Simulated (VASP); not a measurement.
# ZnS (NiAs type) (P6_3/mmc) in VASP: single point with PBE

Aim: the single point of ZnS (NiAs type) with PBE.

Program: VASP 6.6.1. These are calculated values, not measurements. Logs are shortened: lines on timing, memory, paths and dates and some standing lists are left out, and cuts for length are marked.

### Step 1. The cell of the first run

The structure is hexagonal, space group P6_3/mmc (No. 194). The conventional cell has a = 3.624 Å, b = 3.624 Å, c = 5.914 Å, α = 90.00°, β = 90.00°, γ = 120.00°. Zn (site symmetry -3m) has 6 S at 2.56 Å and 2 Zn at 2.96 Å within 3.4 Å. S (site symmetry -6m2) has 6 Zn at 2.56 Å within 3.4 Å.

### Step 2. Single point, PBE

INCAR

```
ALGO = Normal
EDIFF = 1E-6
ENCUT = 500
GGA = PE
GGA_COMPAT = F
ISIF = 2
ISMEAR = -1
LASPH = T
LCHARG = F
LREAL = F
LWAVE = F
NBANDS = 26
NELM = 120
PREC = Accurate
SIGMA = 0.05
```

KPOINTS

```
k-points
0
Gamma
  11 11 6
```

POSCAR

```
ZnS
1.0
    3.6244254154      0.0000000000      0.0000000000
   -1.8122127077      3.1388444839      0.0000000000
    0.0000000000      0.0000000000      5.9137247058
Zn S
2 2
Direct
    0.0000000000      0.0000000000      0.0000000000
    0.0000000000      0.0000000000      0.5000000000
    0.3333333333      0.6666666667      0.2500000000
    0.6666666667      0.3333333333      0.7500000000
```

Potentials or basis: VASP PAW PBE potentials, release 64 (Zn, S).

The run is started by

```sh
$ cat potpaw_PBE.64/Zn/POTCAR potpaw_PBE.64/S/POTCAR > POTCAR
$ mpirun -np 1 vasp_std > vasp.out
```

OUTCAR:

```text
EDIFF = 1E-6
   ENCUT = 500
   GGA = PE
   ISIF = 2
   ISMEAR = -1
   LASPH = T
   LREAL = F
   NELM = 120
   PREC = Accurate

 ion  position               nearest neighbor table
   1  0.000  0.000  0.000-   3 2.56   4 2.56   4 2.56   3 2.56   4 2.56   3 2.56   2 2.96   2 2.96

   2  0.000  0.000  0.500-   3 2.56   4 2.56   4 2.56   3 2.56   4 2.56   3 2.56   1 2.96   1 2.96

   3  0.333  0.667  0.250-   1 2.56   2 2.56   1 2.56   2 2.56   1 2.56   2 2.56
   4  0.667  0.333  0.750-   1 2.56   2 2.56   1 2.56   2 2.56   1 2.56   2 2.56

  LATTYP: Found a hexagonal cell.
 ALAT       =     3.6244254154
 C/A-ratio  =     1.6316309561

  Lattice vectors:

 A1 = (   3.6244254154,   0.0000000000,   0.0000000000)
 A2 = (  -1.8122127077,   3.1388444839,   0.0000000000)
 A3 = (   0.0000000000,   0.0000000000,   5.9137247058)

Analysis of symmetry for initial positions (statically):
=====================================================================
 Subroutine PRICEL returns:
 Original cell was already a primitive cell.

 Routine SETGRP: Setting up the symmetry group for a
 hexagonal supercell.

 Subroutine GETGRP returns: Found 24 space group operations
 (whereof 12 operations were pure point group operations)
 out of a pool of 24 trial point group operations.

The static configuration has the point symmetry D_3d.
 The point group associated with its full space group is D_6h.

Analysis of symmetry for dynamics (positions and initial velocities):
=====================================================================
 Subroutine PRICEL returns:
 Original cell was already a primitive cell.

 Routine SETGRP: Setting up the symmetry group for a
 hexagonal supercell.

 Subroutine GETGRP returns: Found 24 space group operations
 (whereof 12 operations were pure point group operations)
 out of a pool of 24 trial point group operations.

The dynamic configuration has the point symmetry D_3d.
 The point group associated with its full space group is D_6h.

 Subroutine INISYM returns: Found 24 space group operations
 (whereof 12 operations are pure point group operations),
 and found     1 'primitive' translations

----------------------------------------------------------------------------------------

                                     Primitive cell

  volume of cell :      67.2775

  direct lattice vectors                    reciprocal lattice vectors
     3.624425415  0.000000000  0.000000000     0.275905802  0.159294289  0.000000000
    -1.812212708  3.138844484  0.000000000     0.000000000  0.318588578  0.000000000
     0.000000000  0.000000000  5.913724706     0.000000000  0.000000000  0.169098166

  length of vectors
     3.624425415  3.624425415  5.913724706     0.318588578  0.318588578  0.169098166

  position of ions in fractional coordinates (direct lattice)
     0.000000000  0.000000000  0.000000000
     0.000000000  0.000000000  0.500000000
     0.333333333  0.666666667  0.250000000
     0.666666667  0.333333333  0.750000000

  ion indices of the primitive-cell ions
   primitive index   ion index
                 1           1
                 2           2
                 3           3
                 4           4

----------------------------------------------------------------------------------------

 KPOINTS: k-points

Automatic generation of k-mesh.
 Grid dimensions read from file:
 generate k-points for:   11   11    6

 Generating k-lattice:

  Cartesian coordinates                     Fractional coordinates (reciprocal lattice)
     0.025082346  0.014481299  0.000000000     0.090909091  0.000000000  0.000000000
     0.000000000  0.028962598  0.000000000     0.000000000  0.090909091  0.000000000
     0.000000000  0.000000000  0.028183028     0.000000000  0.000000000  0.166666667

  Length of vectors
     0.028962598  0.028962598  0.028183028

  Shift w.r.t. Gamma in fractional coordinates (k-lattice)
     0.000000000  0.000000000  0.000000000

 Subroutine IBZKPT returns following result:
 ===========================================

 Found     64 irreducible k-points:

 Following reciprocal coordinates:
            Coordinates               Weight
  0.000000  0.000000  0.000000      1.000000
  0.090909  0.000000  0.000000      6.000000
  0.181818  0.000000  0.000000      6.000000
  0.272727  0.000000  0.000000      6.000000
  0.363636  0.000000  0.000000      6.000000
  0.454545  0.000000  0.000000      6.000000
[... 16 lines left out ...]
  0.090909  0.090909  0.166667     12.000000
  0.181818  0.090909  0.166667     24.000000
 [... further k-points ...]
   k-points           NKPTS =     64   k-points in BZ     NKDIM =     64   number of bands    NBANDS=     26
   number of dos      NEDOS =    301   number of ions     NIONS =      4
   total plane-waves  NPLWV =  37632
   dimension x,y,z NGX =    28 NGY =   28 NGZ =   48
   dimension x,y,z NGXF=    56 NGYF=   56 NGZF=   96
   ions per type =               2   2
   NGX,Y,Z   is equivalent  to a cutoff of  12.84, 12.84, 13.49 a.u.
   NGXF,Y,Z  is equivalent  to a cutoff of  25.69, 25.69, 26.99 a.u.
 SYSTEM =  unknown system
   PREC   = accura    normal or accurate (medium, high low for compatibility)
   ISTART =      0    job   : 0-new  1-cont  2-samecut
   ICHARG =      2    charge: 1-file 2-atom 10-const
   ISPIN  =      1    spin polarized calculation?
   LNONCOLLINEAR =      F non collinear calculations
   LSORBIT =      F    spin-orbit coupling
   LASPH  =      T    aspherical Exc in radial PAW
   ENCUT  =  500.0 eV  36.75 Ry    6.06 a.u.   6.61  6.61 10.78*2*pi/ulx,y,z
   NELM   =    120;   NELMIN=  2; NELMDL= -5     # of ELM steps
   EDIFF  = 0.1E-05   stopping-criterion for ELM
   LREAL  =      F    real-space projection
   EDIFFG = 0.1E-04   stopping-criterion for IOM
   NSW    =      0    number of steps for IOM
   IBRION =     -1    ionic relax: 0-MD 1-quasi-New 2-CG
   NFREE  =      0    steps in history (QN), initial steepest desc. (CG)
   ISIF   =      2    stress and relaxation
   ISYM   =      2    0-nonsym 1-usesym 2-fastsym
   POTIM  = 0.5000    time-step for ionic-motion
   TEBEG  =    0.0;   TEEND  =   0.0 temperature during run
   PSTRESS=    0.0 pullay stress
   NELECT =      36.0000    total number of electrons
   NUPDOWN=      -1.0000    fix difference up-down
   EMIN   =  10.00;   EMAX   =-10.00  energy-range for DOS
   EFERMI =   0.00;   METHOD = LEGACY
   ISMEAR =    -1;   SIGMA  =   0.05  broadening in eV -4-tet -1-fermi 0-gaus
   EFERMI_NEDOS =   21; number of points for ismear=-14 and -15
   IALGO  =     38    algorithm
   IMIX   =      4    mixing-type and parameters
     AMIX     =   0.40;   BMIX     =  1.00
     AMIX_MAG =   1.60;   BMIX_MAG =  1.00
  volume/ion in A,a.u.               =      16.82       113.50
  Fermi-wavevector in a.u.,A,eV,Ry     =   1.329084  2.511604 24.034192  1.766463
  Thomas-Fermi vector in A             =   2.458273
   LORBIT       =      0    0 simple, 1 ext, 2 COOP (PROOUT), +10 PAW based schemes
   GGA     = PE    functional components
   LHFCALC =     F    Hartree Fock is set to
   AEXX    =    0.0000 exact exchange contribution
   IVDW    =     0    specifies the selected vdW correction
   LEPSILON=     F    determine dielectric tensor
   LRPA    =     F    only Hartree local field effects (RPA)
 non-spin polarized calculation
  energy-cutoff  :      500.00
  volume of cell :       67.28
 maximum number of plane-waves:      1737
 NGX is ok and might be reduce to    28
   NGX = 13   NGY = 13   NGZ = 21

 number of electron      36.0000007 magnetization

 Free energy of the ion-electron system (eV)
  ---------------------------------------------------
  ext. energy  EPLUGINS =         0.00000000
  ---------------------------------------------------
  free energy    TOTEN  =       -12.34834436 eV

  energy without entropy =      -12.34825747  energy(sigma->0) =      -12.34830091

 E-fermi :   3.9876     XC(G=0): -10.7010

 val. band max:        3.6855146511   @ k =   0.1818   0.0000   0.0000
 cond. band min:       4.2315381648   @ k =   0.3636   0.2727   0.0000
 fundamental gap:      0.5460235137
 Fermi energy:         3.9875630960

 k-point     1 :       0.0000    0.0000    0.0000
  band No.  band energies     occupation
      1     -10.0150      2.00000
      2      -8.4035      2.00000
      3      -3.3338      2.00000
      4      -2.9475      2.00000
      5      -2.9475      2.00000
      6      -2.8677      2.00000
[... 18 lines left out ...]
     25      12.4740      0.00000
     26      12.4740      0.00000

 k-point     2 :       0.0909    0.0000    0.0000
  band No.  band energies     occupation
      1      -9.9310      2.00000
      2      -8.3734      2.00000
      3      -3.2505      2.00000
      4      -2.9423      2.00000
      5      -2.9161      2.00000
      6      -2.8673      2.00000
[... 18 lines left out ...]
     25      12.5281      0.00000
     26      12.7270      0.00000

 k-point     3 :       0.1818    0.0000    0.0000
  band No.  band energies     occupation
      1      -9.6881      2.00000
      2      -8.2942      2.00000
      3      -3.0338      2.00000
      4      -2.9350      2.00000
      5      -2.8796      2.00000
      6      -2.8137      2.00000
[... 18 lines left out ...]
     25      11.5887      0.00000
     26      12.3954      0.00000

 k-point     4 :       0.2727    0.0000    0.0000
  band No.  band energies     occupation
      1      -9.3169      2.00000
      2      -8.1996      2.00000
      3      -2.9398      2.00000
      4      -2.9377      2.00000
      5      -2.8632      2.00000
      6      -2.7347      2.00000
[... 18 lines left out ...]
     25      11.9181      0.00000
     26      12.7212      0.00000
[... 496 lines left out ...]
      1      -8.4703      2.00000
      2      -8.2206      2.00000
      3      -3.3661      2.00000
      4      -2.9398      2.00000
      5      -2.8987      2.00000
      6      -2.7776      2.00000
[... 18 lines left out ...]
     25      13.5058      0.00000
     26      14.7339      0.00000

 k-point    23 :       0.0909    0.0909    0.1667
  band No.  band energies     occupation
      1      -9.6933      2.00000
      2      -8.4517      2.00000
      3      -3.0616      2.00000
      4      -2.9151      2.00000
      5      -2.8401      2.00000
      6      -2.7752      2.00000
[... 18 lines left out ...]
     25      12.1091      0.00000
     26      12.3680      0.00000

 k-point    24 :       0.1818    0.0909    0.1667
  band No.  band energies     occupation
      1      -9.3931      2.00000
      2      -8.3349      2.00000
      3      -2.9494      2.00000
      4      -2.9294      2.00000
      5      -2.8437      2.00000
      6      -2.7377      2.00000
[... 18 lines left out ...]
     25      12.0072      0.00000
     26      12.7237      0.00000

 [... further k-points ...]
[... 5 lines left out ...]
  --------------------------------------------------------------------------------------
  -------------------------------------------------------------------------------------
  Total        0.0769369      0.0769369      0.0786333      0.0000000     -0.0000000      0.0000000
  in kB        1.8322096      1.8322096      1.8726078      0.0000000     -0.0000000      0.0000000
  external PRESSURE =       1.8456757 kB  Pullay stress =       0.0000000 kB

 VOLUME and BASIS-vectors are now :
 -----------------------------------------------------------------------------
  energy-cutoff  :      500.00
  volume of cell :       67.28
      direct lattice vectors                 reciprocal lattice vectors
     3.624425415  0.000000000  0.000000000     0.275905802  0.159294289  0.000000000
    -1.812212708  3.138844484  0.000000000     0.000000000  0.318588578  0.000000000
     0.000000000  0.000000000  5.913724706     0.000000000  0.000000000  0.169098166

 POSITION                                       TOTAL-FORCE (eV/Angst)
 -----------------------------------------------------------------------------------
      0.00000      0.00000      0.00000         0.000000      0.000000     -0.000000
      0.00000      0.00000      2.95686        -0.000000      0.000000     -0.000000
     -0.00000      2.09256      1.47843         0.000000     -0.000000      0.000000
      1.81221      1.04628      4.43529        -0.000000      0.000000     -0.000000
 -----------------------------------------------------------------------------------
    total drift:                               -0.000000     -0.000000      0.000000

  FREE ENERGIE OF THE ION-ELECTRON SYSTEM (eV)
  ---------------------------------------------------
  free  energy   TOTEN  =       -12.3483443562 eV

  energy  without entropy=      -12.3482574714  energy(sigma->0) =      -12.34830091
```

Run time: 87 s. Hardware: 1 thread of Intel Xeon 6975P-C, shared host; peak memory 0.23 GiB.

What came out:

```yaml
Free_energy: -12.3483 eV
Pressure: 0.2 GPa
Band_gap_on_the_k_mesh: 0.55 eV, indirect (least direct gap 1.52 eV)
```

A k mesh can miss the band edges.
